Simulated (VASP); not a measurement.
Bi, 2 atoms in the cell. The structure is monoclinic, space group P2/m (No. 10). Conventional cell: a = 3.217 Å, b = 3.200 Å, c = 6.401 Å, α = 90.00°, β = 90.72°, γ = 90.00°. Bi (site symmetry m) has 6 Bi at 3.20 to 3.22 Å within 4.2 Å. 

- Program: VASP 6.6.1
- Task: single point
- Functional: PBE
- Potentials or basis: VASP PAW PBE potentials, release 64 (Bi_d)
- Cutoff: 520 eV
- k mesh: 8 × 8 × 4
- Occupations: fermi-dirac, width 0.05 eV
- Spin: no spin polarisation
- Dipole correction: no
- Further INCAR settings: ALGO = Fast; EDIFF = 1e-06; NBANDS = 22

Potentials or basis: VASP PAW PBE potentials, release 64 (Bi_d).

Run with:

```bash
$ cat potpaw_PBE.64/Bi_d/POTCAR > POTCAR
$ mpirun -np 1 vasp_std > vasp.out
```

Hardware: 1 thread of Intel(R) Xeon(R) 6975P-C (Granite Rapids), with other jobs on the host.

Question: How long does it take, and how much memory?

Answer: Wall time 33 s on 1 thread of Intel(R) Xeon(R) 6975P-C (Granite Rapids), with other jobs on the host, peak memory 0.22 GiB. Counts: scf iterations 12, k points 90.
